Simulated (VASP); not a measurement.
# YS (Fm-3m) in VASP: notebook, part 2 of 2

VASP 6.6.1.

**4. Single point, LDA (21.07 Å³/atom)**

This run uses another cell than the first one, of 21.07 Å³/atom.

Input file INCAR:

```
  PREC = Accurate
  ENCUT = 520
  EDIFF = 1E-6
  ISMEAR = -1
  SIGMA = 0.01
  LREAL = False
  LASPH = True
  NELM = 100
  ALGO = Normal
  ISIF = 2
  LWAVE = False
  LCHARG = False
  GGA = CA
  NBANDS = 16
```

Input file KPOINTS:

```
Automatic mesh
0
Gamma
  8 8 8
```

Input file POSCAR:

```
YS
1.0
    0.0000000000      2.7618203971      2.7618203971
    2.7618203971      0.0000000000      2.7618203971
    2.7618203971      2.7618203971      0.0000000000
Y S
1 1
Direct
    0.5000000000      0.5000000000      0.5000000000
    0.0000000000      0.0000000000      0.0000000000
```

Potentials or basis: VASP PAW LDA potentials, release 64 (Y_sv, S).

Launch:

```console
$ cat potpaw_LDA.64/Y_sv/POTCAR potpaw_LDA.64/S/POTCAR > POTCAR
$ mpirun -np 1 vasp_std > vasp.out
```

OUTCAR:

```text
PREC = Accurate
   ENCUT = 520
   EDIFF = 1E-6
   ISMEAR = -1
   LREAL = False
   LASPH = True
   NELM = 100
   ISIF = 2
   GGA = CA

 ion  position               nearest neighbor table
   1  0.500  0.500  0.500-   2 2.76   2 2.76   2 2.76   2 2.76   2 2.76   2 2.76
   2  0.000  0.000  0.000-   1 2.76   1 2.76   1 2.76   1 2.76   1 2.76   1 2.76

  LATTYP: Found a face centered cubic cell.
 ALAT       =     5.5236407942

  Lattice vectors:

 A1 = (   0.0000000000,   2.7618203971,   2.7618203971)
 A2 = (   2.7618203971,   0.0000000000,   2.7618203971)
 A3 = (   2.7618203971,   2.7618203971,   0.0000000000)

Analysis of symmetry for initial positions (statically):
=====================================================================
 Subroutine PRICEL returns:
 Original cell was already a primitive cell.

 Routine SETGRP: Setting up the symmetry group for a
 face centered cubic supercell.

 Subroutine GETGRP returns: Found 48 space group operations
 (whereof 48 operations were pure point group operations)
 out of a pool of 48 trial point group operations.

The static configuration has the point symmetry O_h .

Analysis of symmetry for dynamics (positions and initial velocities):
[... 154 lines left out ...]
  ---------------------------------------------------
  free energy    TOTEN  =       -15.99257412 eV

  energy without entropy =      -15.99191270  energy(sigma->0) =      -15.99224341

 E-fermi :   6.5069     XC(G=0): -10.6972

 val. band max:        6.4758351225   @ k =   0.1250   0.0000   0.0000
 cond. band min:       6.5131558955   @ k =   0.3750   0.1250   0.0000
 fundamental gap:      0.0373207730
 Fermi energy:         6.5068632658

 k-point     1 :       0.0000    0.0000    0.0000
  band No.  band energies     occupation
      1     -36.6609      2.00000
      2     -16.7189      2.00000
      3     -16.7189      2.00000
      4     -16.7189      2.00000
      5      -8.4273      2.00000
      6       3.1599      2.00000
[... 433 lines left out ...]
      3     -16.8411      2.00000
      4     -16.7829      2.00000
      5      -7.3544      2.00000
      6       0.1259      2.00000
[... 8 lines left out ...]
     15      13.7653      0.00000
     16      14.1207      0.00000

 [... further k-points ...]
[... 5 lines left out ...]
  --------------------------------------------------------------------------------------
  -------------------------------------------------------------------------------------
  Total       -1.4525819     -1.4525819     -1.4525819      0.0000000      0.0000000      0.0000000
  in kB      -55.2376165    -55.2376165    -55.2376165      0.0000000      0.0000000      0.0000000
  external PRESSURE =     -55.2376165 kB  Pullay stress =       0.0000000 kB

 VOLUME and BASIS-vectors are now :
 -----------------------------------------------------------------------------
  energy-cutoff  :      520.00
  volume of cell :       42.13
      direct lattice vectors                 reciprocal lattice vectors
     0.000000000  2.761820397  2.761820397    -0.181040013  0.181040013  0.181040013
     2.761820397  0.000000000  2.761820397     0.181040013 -0.181040013  0.181040013
     2.761820397  2.761820397  0.000000000     0.181040013  0.181040013 -0.181040013

 POSITION                                       TOTAL-FORCE (eV/Angst)
 -----------------------------------------------------------------------------------
      2.76182      2.76182      2.76182        -0.000000      0.000000     -0.000000
      0.00000      0.00000      0.00000         0.000000     -0.000000      0.000000
 -----------------------------------------------------------------------------------
    total drift:                                0.000000     -0.000000      0.000000

  FREE ENERGIE OF THE ION-ELECTRON SYSTEM (eV)
  ---------------------------------------------------
  free  energy   TOTEN  =       -15.9925741153 eV

  energy  without entropy=      -15.9919127033  energy(sigma->0) =      -15.99224341
```

stdout:

```text
POSCAR found type information on POSCAR Y S
 POSCAR found :  2 types and       2 ions
 scaLAPACK will be used
 LDA part: xc-table for (Slater(with rela. corr.)+CA(PZ))
 , standard interpolation
 POSCAR, INCAR and KPOINTS ok, starting setup
 FFT: planning ... GRIDC
 FFT: planning ... GRID_SOFT
 FFT: planning ... GRID
 WAVECAR not read
 entering main loop
```

It took 37 s on 1 thread of Intel Xeon 8259CL, shared host; peak memory 0.17 GiB.

Results:

* Free energy: -15.9926 eV
* Pressure: -5.5 GPa
* Band gap on the k mesh: zero (an odd number of electrons rules out a gap without spin polarisation)

Caveat: the cell stands under tension.

**5. Single point, LDA (21.89 Å³/atom)**

This run uses another cell than the first one, of 21.89 Å³/atom.

Input file INCAR:

```
ALGO = Normal
EDIFF = 1E-7
ENCUT = 520
GGA = CA
ISIF = 2
ISMEAR = -1
LASPH = True
LCHARG = True
LELF = True
LREAL = False
LVHAR = True
LWAVE = False
NBANDS = 16
NELM = 80
PREC = Accurate
SIGMA = 0.01
```

Input file KPOINTS:

```
k-points
0
Gamma
  8 8 8
```

Input file POSCAR:

```
YS
1.0
    0.0000000000      2.7974607202      2.7974607202
    2.7974607202      0.0000000000      2.7974607202
    2.7974607202      2.7974607202      0.0000000000
Y S
1 1
Direct
    0.5000000000      0.5000000000      0.5000000000
    0.0000000000      0.0000000000      0.0000000000
```

Launch:

```console
$ cat potpaw_LDA.64/Y_sv/POTCAR potpaw_LDA.64/S/POTCAR > POTCAR
$ mpirun -np 1 vasp_std > vasp.out
```

It took 43 s on 1 thread of Intel Xeon 8259CL, shared host; peak memory 0.18 GiB.

It converged, with:

```yaml
Free_energy: -15.9198 eV
Pressure: -8.5 GPa
Band_gap_on_the_k_mesh: zero (an odd number of electrons rules out a gap without spin polarisation)
```

Levels at points of the mesh, in eV from the Fermi level:
```csv
k point,band 5,band 6,band 7,band 8,band 9,band 10,band 11,band 12,band 13,band 14
"(0.00, 0.00, 0.00)",-14.82,-3.36,-3.36,-3.36,-0.17,-0.17,-0.17,0.61,0.61,0.84
"(0.50, 0.00, 0.00)",-13.68,-6.88,-5.07,-5.07,1.95,2.44,2.55,2.55,5.78,5.78
"(0.50, 0.50, 0.00)",-14.22,-5.42,-4.06,-4.06,-2.18,1.77,2.78,3.50,3.50,3.65
```

Caveat: the cell stands under tension.

**6. Overview**

| cell | gap on the mesh (eV) | pressure (GPa) |
| --- | --- | --- |
| a = 3.828 Å, angles 60.0°, 2 atoms | none | 0.4 |
| a = 3.867 Å, angles 60.0°, 2 atoms | none | -2.8 |
| a = 3.906 Å, angles 60.0°, 2 atoms | none | -5.5 |
| a = 3.956 Å, angles 60.0°, 2 atoms | none | -8.5 |

Alike in all rows: task single point; level LDA; potentials or basis VASP PAW LDA potentials, release 64 (Y_sv, S); no spin polarisation; k mesh 8 × 8 × 8; cutoff (eV) 520; smearing fermi-dirac 0.01 eV.

Caveats: the cell stands under tension (at least some runs).

Total energies depend on the potentials used, so only differences within one code and one set of settings carry meaning.
